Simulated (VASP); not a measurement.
# Zr2Mo (Fm-3m) in VASP: single point with PBE

Aim: the single point of Zr2Mo with PBE.

All numbers are computed with VASP 6.6.1; they aren't measurements. Logs are shortened: lines on timing, memory, paths and dates and some standing lists are left out, and cuts for length are marked.

### 1 The cell of the first run

The structure is cubic, space group Fm-3m (No. 225). Conventional cell: a = 6.495 Å, b = 6.495 Å, c = 6.495 Å, α = 90.00°, β = 90.00°, γ = 90.00°. Zr (site symmetry -43m) has 4 Mo at 2.81 Å and 6 Zr at 3.25 Å within 3.7 Å. Mo (site symmetry m-3m) has 8 Zr at 2.81 Å within 3.7 Å.

### 2 Single point, PBE

The input, INCAR:

```
SYSTEM = Zr2Mo
  ALGO = Fast
  EDIFF = 1E-7
  ENCUT = 520
  GGA = PE
  ISIF = 2
  ISMEAR = 0
  LASPH = .True.
  LCHARG = .True.
  LELF = .True.
  LREAL = .False.
  LVHAR = .True.
  LWAVE = .False.
  NBANDS = 26
  NELM = 60
  PREC = Accurate
  SIGMA = 0.1
```

The input, KPOINTS:

```
k-points
0
Gamma
  12 12 12
  0 0 0
```

The input, POSCAR:

```
Zr2Mo
1.0
    0.0000000000      3.2476013174      3.2476013174
    3.2476013174      0.0000000000      3.2476013174
    3.2476013174      3.2476013174      0.0000000000
Zr Mo
2 1
Direct
    0.2500000000      0.2500000000      0.2500000000
    0.7500000000      0.7500000000      0.7500000000
    0.0000000000      0.0000000000      0.0000000000
```

Potentials or basis: VASP PAW PBE potentials, release 64 (Zr_sv, Mo_sv).

Started as:

```sh
> cat potpaw_PBE.64/Zr_sv/POTCAR potpaw_PBE.64/Mo_sv/POTCAR > POTCAR
> mpirun -np 1 vasp_std > vasp.out
```

OUTCAR:

```text
SYSTEM = Zr2Mo
   EDIFF = 1E-7
   ENCUT = 520
   GGA = PE
   ISIF = 2
   ISMEAR = 0
   LASPH = .True.
   LREAL = .False.
   NELM = 60
   PREC = Accurate

 ion  position               nearest neighbor table
   1  0.250  0.250  0.250-   3 2.81   3 2.81   3 2.81   3 2.81   2 3.25   2 3.25   2 3.25   2 3.25
                             2 3.25   2 3.25
   2  0.750  0.750  0.750-   3 2.81   3 2.81   3 2.81   3 2.81   1 3.25   1 3.25   1 3.25   1 3.25
                             1 3.25   1 3.25
   3  0.000  0.000  0.000-   2 2.81   2 2.81   2 2.81   1 2.81   1 2.81   1 2.81   2 2.81   1 2.81

  LATTYP: Found a face centered cubic cell.
 ALAT       =     6.4952026348

  Lattice vectors:

 A1 = (   0.0000000000,   3.2476013174,   3.2476013174)
 A2 = (   3.2476013174,   0.0000000000,   3.2476013174)
 A3 = (   3.2476013174,   3.2476013174,   0.0000000000)

Analysis of symmetry for initial positions (statically):
=====================================================================
 Subroutine PRICEL returns:
 Original cell was already a primitive cell.

 Routine SETGRP: Setting up the symmetry group for a
 face centered cubic supercell.

 Subroutine GETGRP returns: Found 48 space group operations
 (whereof 48 operations were pure point group operations)
 out of a pool of 48 trial point group operations.

The static configuration has the point symmetry O_h .

Analysis of symmetry for dynamics (positions and initial velocities):
=====================================================================
 Subroutine PRICEL returns:
 Original cell was already a primitive cell.

 Routine SETGRP: Setting up the symmetry group for a
 face centered cubic supercell.

 Subroutine GETGRP returns: Found 48 space group operations
 (whereof 48 operations were pure point group operations)
 out of a pool of 48 trial point group operations.

The dynamic configuration has the point symmetry O_h .

 Subroutine INISYM returns: Found 48 space group operations
 (whereof 48 operations are pure point group operations),
 and found     1 'primitive' translations

----------------------------------------------------------------------------------------

                                     Primitive cell

  volume of cell :      68.5043

  direct lattice vectors                    reciprocal lattice vectors
     0.000000000  3.247601317  3.247601317    -0.153959785  0.153959785  0.153959785
     3.247601317  0.000000000  3.247601317     0.153959785 -0.153959785  0.153959785
     3.247601317  3.247601317  0.000000000     0.153959785  0.153959785 -0.153959785

  length of vectors
     4.592801828  4.592801828  4.592801828     0.266666170  0.266666170  0.266666170

  position of ions in fractional coordinates (direct lattice)
     0.250000000  0.250000000  0.250000000
     0.750000000  0.750000000  0.750000000
     0.000000000  0.000000000  0.000000000

  ion indices of the primitive-cell ions
   primitive index   ion index
                 1           1
                 2           2
                 3           3

----------------------------------------------------------------------------------------

 KPOINTS: k-points

Automatic generation of k-mesh.
 Grid dimensions read from file:
 generate k-points for:   12   12   12

 Generating k-lattice:

  Cartesian coordinates                     Fractional coordinates (reciprocal lattice)
    -0.012829982  0.012829982  0.012829982     0.083333333  0.000000000  0.000000000
     0.012829982 -0.012829982  0.012829982     0.000000000  0.083333333  0.000000000
     0.012829982  0.012829982 -0.012829982     0.000000000  0.000000000  0.083333333

  Length of vectors
     0.022222181  0.022222181  0.022222181

  Shift w.r.t. Gamma in fractional coordinates (k-lattice)
     0.000000000  0.000000000  0.000000000

 Subroutine IBZKPT returns following result:
 ===========================================

 Found     72 irreducible k-points:

 Following reciprocal coordinates:
            Coordinates               Weight
  0.000000  0.000000  0.000000      1.000000
  0.083333  0.000000  0.000000      8.000000
  0.166667  0.000000  0.000000      8.000000
  0.250000  0.000000  0.000000      8.000000
  0.333333  0.000000  0.000000      8.000000
  0.416667  0.000000  0.000000      8.000000
[... 16 lines left out ...]
  0.500000  0.166667  0.000000     24.000000
 -0.416667  0.166667  0.000000     24.000000
 [... further k-points ...]
   k-points           NKPTS =     72   k-points in BZ     NKDIM =     72   number of bands    NBANDS=     26
   number of dos      NEDOS =    301   number of ions     NIONS =      3
   total plane-waves  NPLWV =  46656
   dimension x,y,z NGX =    36 NGY =   36 NGZ =   36
   dimension x,y,z NGXF=    72 NGYF=   72 NGZF=   72
   ions per type =               2   1
   NGX,Y,Z   is equivalent  to a cutoff of  13.03, 13.03, 13.03 a.u.
   NGXF,Y,Z  is equivalent  to a cutoff of  26.06, 26.06, 26.06 a.u.
 SYSTEM =  Zr2Mo
   PREC   = accura    normal or accurate (medium, high low for compatibility)
   ISTART =      0    job   : 0-new  1-cont  2-samecut
   ICHARG =      2    charge: 1-file 2-atom 10-const
   ISPIN  =      1    spin polarized calculation?
   LNONCOLLINEAR =      F non collinear calculations
   LSORBIT =      F    spin-orbit coupling
   LASPH  =      T    aspherical Exc in radial PAW
   ENCUT  =  520.0 eV  38.22 Ry    6.18 a.u.   8.54  8.54  8.54*2*pi/ulx,y,z
   NELM   =     60;   NELMIN=  2; NELMDL= -5     # of ELM steps
   EDIFF  = 0.1E-06   stopping-criterion for ELM
   LREAL  =      F    real-space projection
   EDIFFG = 0.1E-05   stopping-criterion for IOM
   NSW    =      0    number of steps for IOM
   IBRION =     -1    ionic relax: 0-MD 1-quasi-New 2-CG
   NFREE  =      0    steps in history (QN), initial steepest desc. (CG)
   ISIF   =      2    stress and relaxation
   ISYM   =      2    0-nonsym 1-usesym 2-fastsym
   POTIM  = 0.5000    time-step for ionic-motion
   TEBEG  =    0.0;   TEEND  =   0.0 temperature during run
   PSTRESS=    0.0 pullay stress
   NELECT =      38.0000    total number of electrons
   NUPDOWN=      -1.0000    fix difference up-down
   EMIN   =  10.00;   EMAX   =-10.00  energy-range for DOS
   EFERMI =   0.00;   METHOD = LEGACY
   ISMEAR =     0;   SIGMA  =   0.10  broadening in eV -4-tet -1-fermi 0-gaus
   EFERMI_NEDOS =   21; number of points for ismear=-14 and -15
   IALGO  =     68    algorithm
   IMIX   =      4    mixing-type and parameters
     AMIX     =   0.40;   BMIX     =  1.00
     AMIX_MAG =   1.60;   BMIX_MAG =  1.00
  volume/ion in A,a.u.               =      22.83       154.10
  Fermi-wavevector in a.u.,A,eV,Ry     =   1.345127  2.541922 24.617931  1.809367
  Thomas-Fermi vector in A             =   2.473065
   LORBIT       =      0    0 simple, 1 ext, 2 COOP (PROOUT), +10 PAW based schemes
   GGA     = PE    functional components
   LHFCALC =     F    Hartree Fock is set to
   AEXX    =    0.0000 exact exchange contribution
   IVDW    =     0    specifies the selected vdW correction
   LEPSILON=     F    determine dielectric tensor
   LRPA    =     F    only Hartree local field effects (RPA)
 non-spin polarized calculation
 RMM-DIIS sequential band-by-band and
 Gauss-broadening in eV      SIGMA  =   0.10
  energy-cutoff  :      520.00
  volume of cell :       68.50
 maximum number of plane-waves:      1868
 NGX is ok and might be reduce to    36
   NGX = 17   NGY = 17   NGZ = 17

 number of electron      37.9999997 magnetization

 Free energy of the ion-electron system (eV)
  ---------------------------------------------------
  ext. energy  EPLUGINS =         0.00000000
  ---------------------------------------------------
  free energy    TOTEN  =       -26.80346600 eV

  energy without entropy =      -26.78898483  energy(sigma->0) =      -26.79622542

 E-fermi :   8.2029     XC(G=0): -11.0222

 val. band max:        8.1986797028   @ k =  -0.3333   0.3333   0.0833
 cond. band min:       8.2032930335   @ k =   0.2500   0.0833   0.0000
 fundamental gap:      0.0046133307
 Fermi energy:         8.2029055690

 k-point     1 :       0.0000    0.0000    0.0000
  band No.  band energies     occupation
      1     -51.4377      2.00000
      2     -40.2875      2.00000
      3     -40.1705      2.00000
      4     -25.6447      2.00000
      5     -25.6447      2.00000
      6     -25.6447      2.00000
[... 18 lines left out ...]
     25      12.7872      0.00000
     26      12.7872      0.00000

 k-point     2 :       0.0833    0.0000    0.0000
  band No.  band energies     occupation
      1     -51.4376      2.00000
      2     -40.2858      2.00000
      3     -40.1726      2.00000
      4     -25.6451      2.00000
      5     -25.6451      2.00000
      6     -25.6442      2.00000
[... 18 lines left out ...]
     25      12.6104      0.00000
     26      12.6104      0.00000

 k-point     3 :       0.1667    0.0000    0.0000
  band No.  band energies     occupation
      1     -51.4374      2.00000
      2     -40.2806      2.00000
      3     -40.1786      2.00000
      4     -25.6464      2.00000
      5     -25.6464      2.00000
      6     -25.6429      2.00000
[... 18 lines left out ...]
     25      12.2298      0.00000
     26      12.2298      0.00000

 k-point     4 :       0.2500    0.0000    0.0000
  band No.  band energies     occupation
      1     -51.4371      2.00000
      2     -40.2722      2.00000
      3     -40.1883      2.00000
      4     -25.6482      2.00000
      5     -25.6482      2.00000
      6     -25.6409      2.00000
[... 18 lines left out ...]
     25      11.9505      0.00000
     26      11.9505      0.00000
[... 496 lines left out ...]
      1     -51.4366      2.00000
      2     -40.2547      2.00000
      3     -40.2080      2.00000
      4     -25.6537      2.00000
      5     -25.6504      2.00000
      6     -25.6360      2.00000
[... 18 lines left out ...]
     25      11.5214      0.00000
     26      11.9142      0.00000

 k-point    23 :       0.5000    0.1667    0.0000
  band No.  band energies     occupation
      1     -51.4365      2.00000
      2     -40.2419      2.00000
      3     -40.2214      2.00000
      4     -25.6540      2.00000
      5     -25.6495      2.00000
      6     -25.6372      2.00000
[... 18 lines left out ...]
     25      11.5885      0.00000
     26      11.9068      0.00000

 k-point    24 :      -0.4167    0.1667    0.0000
  band No.  band energies     occupation
      1     -51.4365      2.00000
      2     -40.2355      2.00000
      3     -40.2278      2.00000
      4     -25.6533      2.00000
      5     -25.6486      2.00000
      6     -25.6388      2.00000
[... 18 lines left out ...]
     25      11.6415      0.00000
     26      11.7111      0.00000

 [... further k-points ...]

------------------------ aborting loop because EDIFF is reached ----------------------------------------

  FORCE on cell =-STRESS in cart. coord.  units (eV):
  Direction    XX          YY          ZZ          XY          YZ          ZX
  --------------------------------------------------------------------------------------
  -------------------------------------------------------------------------------------
  Total        0.0455220      0.0455220      0.0455220      0.0000000      0.0000000     -0.0000000
  in kB        1.0646673      1.0646673      1.0646673      0.0000000      0.0000000     -0.0000000
  external PRESSURE =       1.0646673 kB  Pullay stress =       0.0000000 kB

 VOLUME and BASIS-vectors are now :
 -----------------------------------------------------------------------------
  energy-cutoff  :      520.00
  volume of cell :       68.50
      direct lattice vectors                 reciprocal lattice vectors
     0.000000000  3.247601317  3.247601317    -0.153959785  0.153959785  0.153959785
     3.247601317  0.000000000  3.247601317     0.153959785 -0.153959785  0.153959785
     3.247601317  3.247601317  0.000000000     0.153959785  0.153959785 -0.153959785

 POSITION                                       TOTAL-FORCE (eV/Angst)
 -----------------------------------------------------------------------------------
      1.62380      1.62380      1.62380         0.000000      0.000000     -0.000000
      4.87140      4.87140      4.87140        -0.000000     -0.000000      0.000000
      0.00000      0.00000      0.00000        -0.000000      0.000000      0.000000
 -----------------------------------------------------------------------------------
    total drift:                                0.000000      0.000000      0.000000

  FREE ENERGIE OF THE ION-ELECTRON SYSTEM (eV)
  ---------------------------------------------------
  free  energy   TOTEN  =       -26.8034659983 eV

  energy  without entropy=      -26.7889848331  energy(sigma->0) =      -26.79622542
```

It took 2.5 min on 1 thread of Intel Xeon 6975P-C (Granite Rapids), shared host; peak memory 0.28 GiB.

Results:

```yaml
Free_energy: -26.8035 eV
Pressure: 0.1 GPa
Band_gap_on_the_k_mesh: zero (bands 19 and 20 overlap by 0.75 eV)
```
